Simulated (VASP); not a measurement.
# KMnF3 (Pm-3m) in VASP: further runs

Runs on KMnF3. Level: LDA+U. Tasks: single point.

Everything below comes from runs of VASP 6.6.1. Logs are shortened: lines on timing, memory, paths and dates and some standing lists are left out, and cuts for length are marked.

## Step 1: The cell of the first run

It takes space group Pm-3m (No. 221, cubic). The conventional cell has a = 4.187 Å, b = 4.187 Å, c = 4.187 Å, α = 90.00°, β = 90.00°, γ = 90.00°. Within 3.9 Å of K (site symmetry m-3m) lie 12 F at 2.96 Å and 8 Mn at 3.63 Å. Mn (site symmetry m-3m) has 6 F at 2.09 Å within 2.8 Å. F (site symmetry 4/mmm) has 2 Mn at 2.09 Å within 2.8 Å.

## Step 2: Single point, LDA+U, collinear spin, ferromagnetic start

Input file INCAR:

```
ALGO = Normal
EDIFF = 1E-6
ENCUT = 520
ISIF = 2
ISMEAR = 0
ISPIN = 2
LASPH = T
LCHARG = F
LDAU = T
LDAUJ = 0 0 0
LDAUL = -1 2 -1
LDAUPRINT = 1
LDAUTYPE = 2
LDAUU = 0 6 0
LMAXMIX = 4
LORBIT = 11
LREAL = F
LWAVE = F
MAGMOM = 0 5 0 0 0
NBANDS = 34
NELM = 150
PREC = Accurate
SIGMA = 0.05
```

Input file KPOINTS:

```
k-points
0
Gamma
  5 5 5
```

Input file POSCAR:

```
KMnF3
1.0
    4.1868998500      0.0000000000      0.0000000000
    0.0000000000      4.1868998500      0.0000000000
    0.0000000000      0.0000000000      4.1868998500
K Mn F
1 1 3
Direct
    0.5000000000      0.5000000000      0.5000000000
    0.0000000000      0.0000000000      0.0000000000
    0.5000000000      0.0000000000      0.0000000000
    0.0000000000      0.5000000000      0.0000000000
    0.0000000000      0.0000000000      0.5000000000
```

Potentials or basis: VASP PAW LDA potentials, release 64 (K_sv, Mn_pv, F).

Launch:

```console
> cat potpaw_LDA.64/K_sv/POTCAR potpaw_LDA.64/Mn_pv/POTCAR potpaw_LDA.64/F/POTCAR > POTCAR
> mpirun -np 1 vasp_std > vasp.out
```

OUTCAR:

```text
EDIFF = 1E-6
   ENCUT = 520
   ISIF = 2
   ISMEAR = 0
   ISPIN = 2
   LASPH = T
   LORBIT = 11
   LREAL = F
   NELM = 150
   PREC = Accurate

 ion  position               nearest neighbor table
   1  0.500  0.500  0.500-
   2  0.000  0.000  0.000-   3 2.09   4 2.09   5 2.09   5 2.09   4 2.09   3 2.09
   3  0.500  0.000  0.000-   2 2.09   2 2.09
   4  0.000  0.500  0.000-   2 2.09   2 2.09
   5  0.000  0.000  0.500-   2 2.09   2 2.09

  LATTYP: Found a simple cubic cell.
 ALAT       =     4.1868998500

  Lattice vectors:

 A1 = (   4.1868998500,   0.0000000000,   0.0000000000)
 A2 = (   0.0000000000,   4.1868998500,   0.0000000000)
 A3 = (   0.0000000000,   0.0000000000,   4.1868998500)

Analysis of symmetry for initial positions (statically):
=====================================================================
 Subroutine PRICEL returns:
 Original cell was already a primitive cell.

 Routine SETGRP: Setting up the symmetry group for a
 simple cubic supercell.

 Subroutine GETGRP returns: Found 48 space group operations
 (whereof 48 operations were pure point group operations)
 out of a pool of 48 trial point group operations.

The static configuration has the point symmetry O_h .

Analysis of symmetry for dynamics (positions and initial velocities):
=====================================================================
 Subroutine PRICEL returns:
 Original cell was already a primitive cell.

 Routine SETGRP: Setting up the symmetry group for a
 simple cubic supercell.

 Subroutine GETGRP returns: Found 48 space group operations
 (whereof 48 operations were pure point group operations)
 out of a pool of 48 trial point group operations.

The dynamic configuration has the point symmetry O_h .

Analysis of structural, dynamic, and magnetic symmetry:
=====================================================================
 Subroutine PRICEL returns:
 Original cell was already a primitive cell.

 Routine SETGRP: Setting up the symmetry group for a
 simple cubic supercell.

 Subroutine GETGRP returns: Found 48 space group operations
 (whereof 48 operations were pure point group operations)
 out of a pool of 48 trial point group operations.

The overall configuration has the point symmetry O_h .

 Subroutine INISYM returns: Found 48 space group operations
 (whereof 48 operations are pure point group operations),
 and found     1 'primitive' translations

----------------------------------------------------------------------------------------

                                     Primitive cell

  volume of cell :      73.3969

  direct lattice vectors                    reciprocal lattice vectors
     4.186899850  0.000000000  0.000000000     0.238840201  0.000000000  0.000000000
     0.000000000  4.186899850  0.000000000     0.000000000  0.238840201  0.000000000
     0.000000000  0.000000000  4.186899850     0.000000000  0.000000000  0.238840201

  length of vectors
     4.186899850  4.186899850  4.186899850     0.238840201  0.238840201  0.238840201

  position of ions in fractional coordinates (direct lattice)
     0.500000000  0.500000000  0.500000000
     0.000000000  0.000000000  0.000000000
     0.500000000  0.000000000  0.000000000
     0.000000000  0.500000000  0.000000000
     0.000000000  0.000000000  0.500000000

  ion indices of the primitive-cell ions
   primitive index   ion index
                 1           1
                 2           2
                 3           3
                 4           4
                 5           5

----------------------------------------------------------------------------------------

 KPOINTS: k-points

Automatic generation of k-mesh.
 Grid dimensions read from file:
 generate k-points for:    5    5    5

 Generating k-lattice:

  Cartesian coordinates                     Fractional coordinates (reciprocal lattice)
     0.047768040  0.000000000  0.000000000     0.200000000  0.000000000  0.000000000
     0.000000000  0.047768040  0.000000000     0.000000000  0.200000000  0.000000000
     0.000000000  0.000000000  0.047768040     0.000000000  0.000000000  0.200000000

  Length of vectors
     0.047768040  0.047768040  0.047768040

[... 25 lines left out ...]
   ions per type =               1   1   3
   NGX,Y,Z   is equivalent  to a cutoff of  12.71, 12.71, 12.71 a.u.
   NGXF,Y,Z  is equivalent  to a cutoff of  25.41, 25.41, 25.41 a.u.
 SYSTEM =  unknown system
   PREC   = accura    normal or accurate (medium, high low for compatibility)
   ISTART =      0    job   : 0-new  1-cont  2-samecut
   ICHARG =      2    charge: 1-file 2-atom 10-const
   ISPIN  =      2    spin polarized calculation?
   LNONCOLLINEAR =      F non collinear calculations
   LSORBIT =      F    spin-orbit coupling
   LASPH  =      T    aspherical Exc in radial PAW
   ENCUT  =  520.0 eV  38.22 Ry    6.18 a.u.   7.78  7.78  7.78*2*pi/ulx,y,z
   NELM   =    150;   NELMIN=  2; NELMDL= -5     # of ELM steps
   EDIFF  = 0.1E-05   stopping-criterion for ELM
   LREAL  =      F    real-space projection
   EDIFFG = 0.1E-04   stopping-criterion for IOM
   NSW    =      0    number of steps for IOM
   IBRION =     -1    ionic relax: 0-MD 1-quasi-New 2-CG
   NFREE  =      0    steps in history (QN), initial steepest desc. (CG)
   ISIF   =      2    stress and relaxation
   ISYM   =      2    0-nonsym 1-usesym 2-fastsym
   POTIM  = 0.5000    time-step for ionic-motion
   TEBEG  =    0.0;   TEEND  =   0.0 temperature during run
   PSTRESS=    0.0 pullay stress
   NELECT =      43.0000    total number of electrons
   NUPDOWN=      -1.0000    fix difference up-down
   EMIN   =  10.00;   EMAX   =-10.00  energy-range for DOS
   EFERMI =   0.00;   METHOD = LEGACY
   ISMEAR =     0;   SIGMA  =   0.05  broadening in eV -4-tet -1-fermi 0-gaus
   EFERMI_NEDOS =   21; number of points for ismear=-14 and -15
   IALGO  =     38    algorithm
   IMIX   =      4    mixing-type and parameters
     AMIX     =   0.40;   BMIX     =  1.00
     AMIX_MAG =   1.60;   BMIX_MAG =  1.00
  volume/ion in A,a.u.               =      14.68        99.06
  Fermi-wavevector in a.u.,A,eV,Ry     =   1.369846  2.588634 25.531034  1.876478
  Thomas-Fermi vector in A             =   2.495685
   LORBIT       =     11    0 simple, 1 ext, 2 COOP (PROOUT), +10 PAW based schemes
 LDA+U is selected, type is set to LDAUTYPE =  2
   angular momentum for each species LDAUL =    -1    2   -1
   U (eV)           for each species LDAUU =   0.0  6.0  0.0
   J (eV)           for each species LDAUJ =   0.0  0.0  0.0
   GGA     = CA    functional components
   LHFCALC =     F    Hartree Fock is set to
   AEXX    =    0.0000 exact exchange contribution
   IVDW    =     0    specifies the selected vdW correction
   LEPSILON=     F    determine dielectric tensor
   LRPA    =     F    only Hartree local field effects (RPA)
 spin polarized calculation
 Gauss-broadening in eV      SIGMA  =   0.05
  energy-cutoff  :      520.00
  volume of cell :       73.40
 maximum number of plane-waves:      1993
 NGX is ok and might be reduce to    32
   NGX = 15   NGY = 15   NGZ = 15

atom =   2  type =  2  l = 2

 onsite density matrix

spin component  1

  0.9500  0.0000  0.0000  0.0000 -0.0000
  0.0000  0.9500 -0.0000  0.0000 -0.0000
  0.0000 -0.0000  0.9912 -0.0000  0.0000
  0.0000  0.0000 -0.0000  0.9500  0.0000
 -0.0000 -0.0000  0.0000  0.0000  0.9912

spin component  2

  0.0156 -0.0000 -0.0000 -0.0000  0.0000
 -0.0000  0.0156 -0.0000 -0.0000  0.0000
 -0.0000 -0.0000  0.0606  0.0000 -0.0000
 -0.0000 -0.0000  0.0000  0.0156 -0.0000
  0.0000  0.0000 -0.0000 -0.0000  0.0606

 occupancies and eigenvectors

  o =  0.0156  v =  0.0000  0.0000  0.0000  0.0000  0.0000  0.0005  0.5553  0.0000  0.8316 -0.0000      0.0000  0.0000  0.0000  0.0000  0.0000  0.0000  0.0000  0.0000  0.0000  0.0000
  o =  0.0156  v =  0.0000  0.0000  0.0000  0.0000  0.0000  0.0001 -0.8316 -0.0000  0.5553  0.0000      0.0000  0.0000  0.0000  0.0000  0.0000  0.0000  0.0000  0.0000  0.0000  0.0000
  o =  0.0156  v =  0.0000  0.0000  0.0000  0.0000  0.0000  1.0000 -0.0002  0.0000 -0.0004 -0.0000      0.0000  0.0000  0.0000  0.0000  0.0000  0.0000  0.0000  0.0000  0.0000  0.0000
  o =  0.0606  v =  0.0000  0.0000  0.0000  0.0000  0.0000  0.0000 -0.0000  0.0157  0.0000  0.9999      0.0000  0.0000  0.0000  0.0000  0.0000  0.0000  0.0000  0.0000  0.0000  0.0000
  o =  0.0606  v =  0.0000  0.0000  0.0000  0.0000  0.0000 -0.0000 -0.0000  0.9999  0.0000 -0.0157      0.0000  0.0000  0.0000  0.0000  0.0000  0.0000  0.0000  0.0000  0.0000  0.0000
  o =  0.9500  v =  0.0000  0.6545  0.0000 -0.7561  0.0000  0.0000  0.0000  0.0000  0.0000  0.0000      0.0000  0.0000  0.0000  0.0000  0.0000  0.0000  0.0000  0.0000  0.0000  0.0000
  o =  0.9500  v =  0.0000 -0.7561 -0.0000 -0.6545 -0.0000  0.0000  0.0000  0.0000  0.0000  0.0000      0.0000  0.0000  0.0000  0.0000  0.0000  0.0000  0.0000  0.0000  0.0000  0.0000
  o =  0.9500  v =  1.0000  0.0000  0.0000  0.0000  0.0000  0.0000  0.0000  0.0000  0.0000  0.0000      0.0000  0.0000  0.0000  0.0000  0.0000  0.0000  0.0000  0.0000  0.0000  0.0000
  o =  0.9912  v =  0.0000 -0.0000 -0.0167  0.0000  0.9999  0.0000  0.0000  0.0000  0.0000  0.0000      0.0000  0.0000  0.0000  0.0000  0.0000  0.0000  0.0000  0.0000  0.0000  0.0000
  o =  0.9912  v =  0.0000 -0.0000  0.9999 -0.0000  0.0167  0.0000  0.0000  0.0000  0.0000  0.0000      0.0000  0.0000  0.0000  0.0000  0.0000  0.0000  0.0000  0.0000  0.0000  0.0000

 number of electron      42.9999947 magnetization       4.9999987

 Free energy of the ion-electron system (eV)
  ---------------------------------------------------
  ext. energy  EPLUGINS =         0.00000000
  ---------------------------------------------------
  free energy    TOTEN  =       -29.12259733 eV

  energy without entropy =      -29.12259733  energy(sigma->0) =      -29.12259733

 E-fermi :   1.0151     XC(G=0): -10.1407

 val. band max:        0.7848781905   @ k =   0.4000   0.4000   0.0000
 cond. band min:       3.8095739549   @ k =   0.0000   0.0000   0.0000
 fundamental gap:      3.0246957644
 Fermi energy:         1.0151296560

 spin component 1

 k-point     1 :       0.0000    0.0000    0.0000
  band No.  band energies     occupation
      1     -47.0095      1.00000
      2     -47.0095      1.00000
      3     -47.0095      1.00000
      4     -27.4507      1.00000
      5     -21.4378      1.00000
      6     -21.0272      1.00000
[... 349 lines left out ...]
     32      11.7834      0.00000
     33      12.3125      0.00000
 Fermi energy:         1.0151296560

 spin component 2

 k-point     1 :       0.0000    0.0000    0.0000
  band No.  band energies     occupation
      1     -42.3772      1.00000
      2     -42.3772      1.00000
      3     -42.3772      1.00000
      4     -27.4505      1.00000
      5     -21.3170      1.00000
      6     -20.8342      1.00000
[... 349 lines left out ...]
     32      12.0023      0.00000
     33      12.5838      0.00000
 [bands above 33 left out]

------------------------ aborting loop because EDIFF is reached ----------------------------------------

  FORCE on cell =-STRESS in cart. coord.  units (eV):
  Direction    XX          YY          ZZ          XY          YZ          ZX
  --------------------------------------------------------------------------------------
  -------------------------------------------------------------------------------------
  Total       -1.6306834     -1.6306834     -1.6306834      0.0000000     -0.0000000      0.0000000
  in kB      -35.5961074    -35.5961074    -35.5961074      0.0000000     -0.0000000      0.0000000
  external PRESSURE =     -35.5961074 kB  Pullay stress =       0.0000000 kB

 VOLUME and BASIS-vectors are now :
 -----------------------------------------------------------------------------
  energy-cutoff  :      520.00
  volume of cell :       73.40
      direct lattice vectors                 reciprocal lattice vectors
     4.186899850  0.000000000  0.000000000     0.238840201  0.000000000  0.000000000
     0.000000000  4.186899850  0.000000000     0.000000000  0.238840201  0.000000000
     0.000000000  0.000000000  4.186899850     0.000000000  0.000000000  0.238840201

 POSITION                                       TOTAL-FORCE (eV/Angst)
 -----------------------------------------------------------------------------------
      2.09345      2.09345      2.09345         0.000000      0.000000      0.000000
      0.00000      0.00000      0.00000         0.000000      0.000000      0.000000
      2.09345      0.00000      0.00000         0.000000      0.000000      0.000000
      0.00000      2.09345      0.00000         0.000000      0.000000      0.000000
      0.00000      0.00000      2.09345         0.000000      0.000000      0.000000
 -----------------------------------------------------------------------------------
    total drift:                                0.000000      0.000000     -0.000000

  FREE ENERGIE OF THE ION-ELECTRON SYSTEM (eV)
  ---------------------------------------------------
  free  energy   TOTEN  =       -29.1225973349 eV

  energy  without entropy=      -29.1225973349  energy(sigma->0) =      -29.12259733

 total charge

# of ion       s       p       d       tot
------------------------------------------
    1        1.950   5.558   0.019   7.527
    2        0.184   6.172   4.980  11.336
    3        1.723   4.347   0.000   6.070
    4        1.723   4.347   0.000   6.070
    5        1.723   4.347   0.000   6.070
--------------------------------------------------
tot          7.303  24.770   4.999  37.072

 magnetization (x)

# of ion       s       p       d       tot
------------------------------------------
    1       -0.000  -0.000  -0.000  -0.000
    2        0.021   0.020   4.653   4.694
    3        0.004   0.034   0.000   0.038
    4        0.004   0.034   0.000   0.038
    5        0.004   0.034   0.000   0.038
--------------------------------------------------
tot          0.034   0.122   4.653   4.808
```

Run time: 71 s. Hardware: 1 thread of Intel Xeon 8259CL, shared host; peak memory 0.18 GiB.

What came out:

```
Free energy                                           : -29.1226 eV
Pressure                                              : -3.6 GPa
Band gap on the k mesh                                : 3.02 eV (least direct gap 5.56 eV)
Net moment                                            : 5.00 μB per cell
Site moments                                          : K -0.00; Mn +4.69; F +0.04 μB
Valence electrons inside the program's atomic spheres : K 7.53; Mn 11.34; F 6.07
```

Eigenvalues of the final occupation matrices:
| site | spin | trace | eigenvalues |
| --- | --- | --- | --- |
| site 2 d | 1 | 4.83 | 0.95 0.95 0.95 0.99 0.99 |
| site 2 d | 2 | 0.17 | 0.02 0.02 0.02 0.06 0.06 |

Caveat: the cell stands under tension; an odd mesh through Γ misses points on the zone boundary, where band edges can lie; a cell with one magnetic atom can't hold antiferromagnetic order, which such compounds often take. The state reached can hang on the start; a lower one may exist.

## Step 3: Single point, LDA+U, collinear spin, ferromagnetic start

Input file INCAR:

```
PREC = Accurate ; ENCUT = 520
EDIFF = 1E-7 ; ISMEAR = 0
SIGMA = 0.05 ; LREAL = F
LASPH = T ; NELM = 150
ALGO = Normal ; ISIF = 2
LWAVE = F ; LCHARG = F
ISPIN = 2 ; MAGMOM = -0.01 3.75 -0.02 -0.02 -0.02
LORBIT = 11 ; NUPDOWN = 3.75
LMAXMIX = 4 ; LDAU = T
LDAUTYPE = 2 ; LDAUL = -1 2 -1
LDAUU = 0 6 0 ; LDAUJ = 0 0 0
LDAUPRINT = 1 ; GGA = CA
NBANDS = 34
```

Input file KPOINTS:

```
regular mesh
0
Gamma
  5 5 5
```

POSCAR is that of step 2.

Potentials or basis: VASP PAW LDA potentials, release 64 (K_sv, Mn_pv, F).

Launch:

```console
> cat potpaw_LDA.64/K_sv/POTCAR potpaw_LDA.64/Mn_pv/POTCAR potpaw_LDA.64/F/POTCAR > POTCAR
> mpirun -np 1 vasp_std > vasp.out
```

It took 74 s on 1 thread of Intel Xeon 8259CL, shared host; peak memory 0.18 GiB.

It converged, with:

- Free energy: -26.1181 eV
- Pressure: -7.9 GPa
- Net moment: 3.75 μB per cell
- Site moments: K -0.01; Mn +3.79; F -0.02 μB
- Valence electrons inside the program's atomic spheres: K 7.53; Mn 11.35; F 6.04

Eigenvalues of the final occupation matrices:
```
    site  spin  trace               eigenvalues
site 2 d     1   4.40  0.77 0.77 0.95 0.95 0.95
site 2 d     2   0.61  0.06 0.06 0.16 0.16 0.16
```

Caveat: the cell stands under tension; the total moment is fixed, so each spin has its own Fermi level and the state may be an excited one; a cell with one magnetic atom can't hold antiferromagnetic order, which such compounds often take.
